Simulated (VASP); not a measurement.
Here is a VASP 6.6.1 calculation.

Contents of INCAR:

```
SYSTEM = Cs
PREC     = Accurate       ! precision mode
ENCUT    = 520            ! plane-wave cutoff, eV
EDIFF    = 1E-6           ! SCF threshold, eV
ISMEAR   = -1             ! smearing method
SIGMA    = 0.1            ! smearing width, eV
LREAL    = .FALSE.        ! projectors in reciprocal space
LASPH    = .TRUE.         ! aspherical terms in the spheres
NELM     = 100            ! most SCF steps
ALGO     = Normal         ! electronic algorithm
ISIF     = 2              ! what is computed and relaxed
LWAVE    = .FALSE.        ! write WAVECAR
LCHARG   = .TRUE.         ! write CHGCAR
GGA      = CA             ! functional
LELF     = .TRUE.         ! ELF
LVHAR    = .TRUE.       
NBANDS   = 10             ! bands
```

Contents of KPOINTS:

```
regular mesh
0
G
  6 6 6
  0 0 0
```

POSCAR

```
Cs
1.0
   -2.8840810378      2.8840810378      2.8840810378
    2.8840810378     -2.8840810378      2.8840810378
    2.8840810378      2.8840810378     -2.8840810378
Cs
1
Direct
    0.0000000000      0.0000000000      0.0000000000
```

Potentials or basis: VASP PAW LDA potentials, release 64 (Cs_sv).

Run with:

```console
$ cat potpaw_LDA.64/Cs_sv/POTCAR > POTCAR
$ mpirun -np 1 vasp_std > vasp.out
```

(1) Predict the pressure.

## Answers

(1) 0.0 GPa.
